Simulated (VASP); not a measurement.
# CdS (P3m1) in VASP: relaxation of cell and atoms with PBE+D3(BJ)

Aim: the relaxation of cell and atoms of CdS with PBE+D3(BJ).

All numbers are computed with VASP 6.6.1; they aren't measurements. Logs are shortened: lines on timing, memory, paths and dates and some standing lists are left out, and cuts for length are marked.

## Step 1: The cell of the first run

The structure is trigonal, space group P3m1 (No. 156). The conventional cell has a = 4.261 Å, b = 4.261 Å, c = 5.804 Å, α = 90.00°, β = 90.00°, γ = 120.00°. Cd (site symmetry 3m) has 3 S at 2.46 Å within 3.2 Å. S (site symmetry 3m) has 3 Cd at 2.46 Å within 3.2 Å.

## Step 2: Relaxation of cell and atoms, PBE+D3(BJ)

INCAR reads:

```
PREC = Accurate
ENCUT = 600
EDIFF = 1E-7
ISMEAR = 0
SIGMA = 0.02
LREAL = False
LASPH = True
NELM = 60
ALGO = Normal
ISIF = 3
LWAVE = False
LCHARG = False
GGA = PE
IVDW = 12
IBRION = 2
NSW = 100
EDIFFG = -0.005
```

KPOINTS reads:

```
regular mesh
0
Gamma
  6 6 6
```

POSCAR reads:

```
CdS
1.0
    4.2611695877      0.0000000000      0.0000000000
   -2.1305847939      3.6902811128      0.0000000000
    0.0000000000      0.0000000000      5.8041729400
Cd S
1 1
Direct
    0.0000000000      0.0000000000      0.4426919200
    0.6666666700      0.3333333300      0.4343080800
```

Potentials or basis: VASP PAW PBE potentials, release 64 (Cd, S).

Run with:

```console
cat potpaw_PBE.64/Cd/POTCAR potpaw_PBE.64/S/POTCAR > POTCAR
mpirun -np 1 vasp_std > vasp.out
```

OUTCAR:

```text
PREC = Accurate
   ENCUT = 600
   EDIFF = 1E-7
   ISMEAR = 0
   LREAL = False
   LASPH = True
   NELM = 60
   ISIF = 3
   GGA = PE
   IVDW = 12
   IBRION = 2
   NSW = 100
   EDIFFG = -0.005
 IVDW          = 12

 ion  position               nearest neighbor table
   1  0.000  0.000  0.443-   2 2.46   2 2.46   2 2.46
   2  0.667  0.333  0.434-   1 2.46   1 2.46   1 2.46

  LATTYP: Found a hexagonal cell.
 ALAT       =     4.2611695877
 C/A-ratio  =     1.3621079426

  Lattice vectors:

 A1 = (   4.2611695877,   0.0000000000,   0.0000000000)
 A2 = (  -2.1305847939,   3.6902811128,   0.0000000000)
 A3 = (   0.0000000000,   0.0000000000,   5.8041729400)

Analysis of symmetry for initial positions (statically):
=====================================================================
 Subroutine PRICEL returns:
 Original cell was already a primitive cell.

 Routine SETGRP: Setting up the symmetry group for a
 hexagonal supercell.

 Subroutine GETGRP returns: Found  6 space group operations
 (whereof  6 operations were pure point group operations)
 out of a pool of 24 trial point group operations.

The static configuration has the point symmetry C_3v.

Analysis of symmetry for dynamics (positions and initial velocities):
=====================================================================
 Subroutine PRICEL returns:
 Original cell was already a primitive cell.

 Routine SETGRP: Setting up the symmetry group for a
 hexagonal supercell.

 Subroutine GETGRP returns: Found  6 space group operations
 (whereof  6 operations were pure point group operations)
 out of a pool of 24 trial point group operations.

The dynamic configuration has the point symmetry C_3v.

 Subroutine INISYM returns: Found  6 space group operations
 (whereof  6 operations are pure point group operations),
 and found     1 'primitive' translations

----------------------------------------------------------------------------------------

                                     Primitive cell

  volume of cell :      91.2701

  direct lattice vectors                    reciprocal lattice vectors
     4.261169588  0.000000000  0.000000000     0.234677353  0.135491033  0.000000000
    -2.130584794  3.690281113  0.000000000     0.000000000  0.270982066  0.000000000
     0.000000000  0.000000000  5.804172940     0.000000000  0.000000000  0.172289835

  length of vectors
     4.261169588  4.261169588  5.804172940     0.270982066  0.270982066  0.172289835

  position of ions in fractional coordinates (direct lattice)
     0.000000000  0.000000000  0.442691920
     0.666666670  0.333333330  0.434308080

  ion indices of the primitive-cell ions
   primitive index   ion index
                 1           1
                 2           2

----------------------------------------------------------------------------------------

 KPOINTS: regular mesh

Automatic generation of k-mesh.
 Grid dimensions read from file:
 generate k-points for:    6    6    6

 Generating k-lattice:

  Cartesian coordinates                     Fractional coordinates (reciprocal lattice)
     0.039112892  0.022581839  0.000000000     0.166666667 -0.000000000  0.000000000
     0.000000000  0.045163678  0.000000000     0.000000000  0.166666667  0.000000000
     0.000000000  0.000000000  0.028714973     0.000000000  0.000000000  0.166666667

  Length of vectors
     0.045163678  0.045163678  0.028714973

  Shift w.r.t. Gamma in fractional coordinates (k-lattice)
     0.000000000  0.000000000  0.000000000

 Subroutine IBZKPT returns following result:
 ===========================================

 Found     34 irreducible k-points:

 Following reciprocal coordinates:
            Coordinates               Weight
  0.000000  0.000000  0.000000      1.000000
  0.166667 -0.000000  0.000000      6.000000
  0.333333  0.000000  0.000000      6.000000
  0.500000 -0.000000  0.000000      3.000000
  0.166667  0.166667  0.000000      6.000000
  0.333333  0.166667  0.000000     12.000000
[... 16 lines left out ...]
  0.500000 -0.000000  0.333333      6.000000
  0.166667  0.166667  0.333333     12.000000
 [... further k-points ...]
   k-points           NKPTS =     34   k-points in BZ     NKDIM =     34   number of bands    NBANDS=     13
   number of dos      NEDOS =    301   number of ions     NIONS =      2
   total plane-waves  NPLWV =  62208
   dimension x,y,z NGX =    36 NGY =   36 NGZ =   48
   dimension x,y,z NGXF=    72 NGYF=   72 NGZF=   96
   ions per type =               1   1
   NGX,Y,Z   is equivalent  to a cutoff of  14.05, 14.05, 13.75 a.u.
   NGXF,Y,Z  is equivalent  to a cutoff of  28.09, 28.09, 27.50 a.u.
 SYSTEM =  unknown system
   PREC   = accura    normal or accurate (medium, high low for compatibility)
   ISTART =      0    job   : 0-new  1-cont  2-samecut
   ICHARG =      2    charge: 1-file 2-atom 10-const
   ISPIN  =      1    spin polarized calculation?
   LNONCOLLINEAR =      F non collinear calculations
   LSORBIT =      F    spin-orbit coupling
   LASPH  =      T    aspherical Exc in radial PAW
   ENCUT  =  600.0 eV  44.10 Ry    6.64 a.u.   8.51  8.51 11.59*2*pi/ulx,y,z
   NELM   =     60;   NELMIN=  2; NELMDL= -5     # of ELM steps
   EDIFF  = 0.1E-06   stopping-criterion for ELM
   LREAL  =      F    real-space projection
   EDIFFG = -.5E-02   stopping-criterion for IOM
   NSW    =    100    number of steps for IOM
   IBRION =      2    ionic relax: 0-MD 1-quasi-New 2-CG
   NFREE  =      1    steps in history (QN), initial steepest desc. (CG)
   ISIF   =      3    stress and relaxation
   ISYM   =      2    0-nonsym 1-usesym 2-fastsym
   POTIM  = 0.5000    time-step for ionic-motion
   TEBEG  =    0.0;   TEEND  =   0.0 temperature during run
   PSTRESS=    0.0 pullay stress
   NELECT =      18.0000    total number of electrons
   NUPDOWN=      -1.0000    fix difference up-down
   EMIN   =  10.00;   EMAX   =-10.00  energy-range for DOS
   EFERMI =   0.00;   METHOD = LEGACY
   ISMEAR =     0;   SIGMA  =   0.02  broadening in eV -4-tet -1-fermi 0-gaus
   EFERMI_NEDOS =   21; number of points for ismear=-14 and -15
   IALGO  =     38    algorithm
   IMIX   =      4    mixing-type and parameters
     AMIX     =   0.40;   BMIX     =  1.00
     AMIX_MAG =   1.60;   BMIX_MAG =  1.00
  volume/ion in A,a.u.               =      45.64       307.96
  Fermi-wavevector in a.u.,A,eV,Ry     =   0.952919  1.800756 12.354841  0.908055
  Thomas-Fermi vector in A             =   2.081527
   LORBIT       =      0    0 simple, 1 ext, 2 COOP (PROOUT), +10 PAW based schemes
   GGA     = PE    functional components
   LHFCALC =     F    Hartree Fock is set to
   AEXX    =    0.0000 exact exchange contribution
   IVDW    =    12    specifies the selected vdW correction
   LEPSILON=     F    determine dielectric tensor
   LRPA    =     F    only Hartree local field effects (RPA)
 conjugate gradient relaxation of ions
 non-spin polarized calculation
 Gauss-broadening in eV      SIGMA  =   0.02
  energy-cutoff  :      600.00
  volume of cell :       91.27
 maximum number of plane-waves:      3101
 NGX is ok and might be reduce to    36
   NGX = 17   NGY = 17   NGZ = 23

--------------------------------------- Ionic step        1  -------------------------------------------

 number of electron      17.9999999 magnetization

 Free energy of the ion-electron system (eV)
  ---------------------------------------------------
  ext. energy  EPLUGINS =         0.00000000
  ---------------------------------------------------
  free energy    TOTEN  =        -5.64662451 eV

  energy without entropy =       -5.64662451  energy(sigma->0) =       -5.64662451

------------------------ aborting loop because EDIFF is reached ----------------------------------------

 Edisp (eV)   -0.30974

 E8    (eV) :    -0.1246
[... 105 lines left out ...]
  FREE ENERGIE OF THE ION-ELECTRON SYSTEM (eV)
  ---------------------------------------------------
  free  energy   TOTEN  =        -5.9597919703 eV

  energy  without entropy=       -5.9597919703  energy(sigma->0) =       -5.95979197

 E-fermi :  -0.0105     XC(G=0):  -8.0254

 val. band max:       -0.1060824071   @ k =   0.3333   0.3333   0.0000
 cond. band min:       0.9934749866   @ k =   0.0000   0.0000   0.0000
 fundamental gap:      1.0995573936
 Fermi energy:        -0.0104581526

 k-point     1 :       0.0000    0.0000    0.0000
  band No.  band energies     occupation
      1     -12.0603      2.00000
      2      -7.9631      2.00000
      3      -7.9631      2.00000
      4      -7.4768      2.00000
      5      -7.4584      2.00000
      6      -7.4584      2.00000
      7      -0.9172      2.00000
      8      -0.2831      2.00000
      9      -0.2831      2.00000
     10       0.9935      0.00000
     11       5.8966      0.00000
     12       6.5659      0.00000
     13       6.5659      0.00000
[... 354 lines left out ...]
  band No.  band energies     occupation
      1     -11.7660      2.00000
      2      -7.8396      2.00000
      3      -7.7678      2.00000
      4      -7.5555      2.00000
      5      -7.4766      2.00000
      6      -7.1780      2.00000
      7      -2.6651      2.00000
      8      -1.5178      2.00000
      9      -1.2066      2.00000
     10       3.3933      0.00000
     11       5.2159      0.00000
     12       6.3041      0.00000
     13       8.2308      0.00000

 [... further k-points ...]

[... ionic steps 4 to 39 ...]

--------------------------------------- Ionic step       40  -------------------------------------------

 number of electron      17.9999998 magnetization

------------------------ aborting loop because EDIFF is reached ----------------------------------------
[... 75 lines left out ...]
--------------------------------------- Ionic step       42  -------------------------------------------

 number of electron      17.9999998 magnetization

 Free energy of the ion-electron system (eV)
  ---------------------------------------------------
  ext. energy  EPLUGINS =         0.00000000
  ---------------------------------------------------
  free energy    TOTEN  =        -5.54312338 eV

  energy without entropy =       -5.54312338  energy(sigma->0) =       -5.54312338

 E-fermi :   0.8188     XC(G=0):  -8.6122

 val. band max:        0.6698202136   @ k =   0.3333   0.3333   0.0000
 cond. band min:       1.5654673812   @ k =   0.0000   0.0000   0.0000
 fundamental gap:      0.8956471676
 Fermi energy:         0.8187504012

 k-point     1 :       0.0000    0.0000    0.0000
  band No.  band energies     occupation
      1     -11.4627      2.00000
      2      -7.2854      2.00000
      3      -7.2854      2.00000
      4      -7.0221      2.00000
      5      -6.8188      2.00000
      6      -6.8188      2.00000
      7      -0.0557      2.00000
      8       0.3325      2.00000
      9       0.3325      2.00000
     10       1.5655      0.00000
     11       6.5261      0.00000
     12       7.1912      0.00000
     13       7.1912      0.00000
[... 354 lines left out ...]
  band No.  band energies     occupation
      1     -11.0776      2.00000
      2      -7.1764      2.00000
      3      -7.1026      2.00000
      4      -6.9369      2.00000
      5      -6.8355      2.00000
      6      -6.5944      2.00000
      7      -2.0684      2.00000
      8      -1.1331      2.00000
      9      -0.4306      2.00000
     10       3.8383      0.00000
     11       6.2233      0.00000
     12       6.9140      0.00000
     13       8.6776      0.00000

 [... further k-points ...]

------------------------ aborting loop because EDIFF is reached ----------------------------------------

 Edisp (eV)   -0.53930

 E8    (eV) :    -0.2194
[... 25 lines left out ...]
  FREE ENERGIE OF THE ION-ELECTRON SYSTEM (eV)
  ---------------------------------------------------
  free  energy   TOTEN  =        -6.0824233907 eV

  energy  without entropy=       -6.0824233907  energy(sigma->0) =       -6.08242339

 reached required accuracy - stopping structural energy minimisation
```

It took 7.2 min on 1 thread of Intel Xeon 6975P-C (Granite Rapids), shared host; peak memory 0.28 GiB.

Results:

| Property | Result |
| --- | --- |
| Free energy | -6.0824 eV |
| Relaxed volume | 27.88 Å³/atom |
| Relaxed cell | a = 4.103 Å, b = 4.103 Å, c = 3.824 Å, α = 90.00°, β = 90.00°, γ = 120.00° |
| Space group after relaxing (to 0.05 Å) | P3m1 (No. 156) |
| Energy gained by relaxing | 63.0 meV/atom |
| Ionic steps | 42 |
| Pressure after relaxing | 0.0 GPa |
| Band gap on the k mesh | 0.90 eV, indirect (least direct gap 1.23 eV) |
| Dispersion energy per atom | -0.270 eV |

Forces on the atoms (eV/Å):
```
Cd   0.000  0.000  0.003
S    0.000  0.000 -0.003
```

The path:
| step | energy change (eV) | largest force (eV/Å) | pressure (GPa) | volume (Å³) |
| --- | --- | --- | --- | --- |
| 1 | 0.0000 | 0.0020 | -0.64 | 91.27 |
| 3 | -0.0034 | 0.0033 | -0.07 | 89.70 |
| 5 | -0.0095 | 0.0041 | -0.07 | 87.47 |
| 7 | -0.0433 | 0.0086 | -0.11 | 77.44 |
| 9 | -0.0862 | 0.0194 | 0.09 | 62.43 |
| 11 | -0.0867 | 0.0218 | -0.38 | 64.02 |
| 13 | -0.0872 | 0.0208 | -0.09 | 63.72 |
| 15 | -0.0881 | 0.0329 | -0.13 | 63.77 |
| 17 | -0.0946 | 0.0589 | -0.48 | 63.96 |
| 19 | -0.1013 | 0.0023 | -1.30 | 64.22 |
| 21 | -0.1014 | 0.0002 | -1.32 | 64.22 |
| 23 | -0.1016 | 0.0120 | -1.39 | 64.21 |
| 25 | -0.1020 | 0.0112 | -1.37 | 64.16 |
| 27 | -0.1041 | 0.0074 | -1.25 | 63.97 |
| 29 | -0.1103 | 0.0096 | -0.76 | 63.18 |
| 31 | -0.1137 | 0.0403 | 0.01 | 62.01 |
| 33 | -0.1148 | 0.0369 | 0.00 | 61.73 |
| 35 | -0.1192 | 0.0201 | -0.09 | 60.45 |
| 37 | -0.1248 | 0.0452 | -0.52 | 55.42 |
| 39 | -0.1257 | 0.0279 | 0.33 | 55.33 |
| 41 | -0.1261 | 0.0022 | 0.02 | 55.85 |
| 42 | -0.1261 | 0.0026 | 0.01 | 55.76 |

Final structure:
```
CELL_PARAMETERS angstrom
4.10308 0.00000 0.00000
-2.05154 3.55337 0.00000
0.00000 0.00000 3.82443
ATOMIC_POSITIONS crystal
Cd 0.00000 0.00000 0.53226
S 0.66667 0.33333 0.34474
```

Caveat: the volume moved by over 15 % at a fixed basis, so the end points are rough.
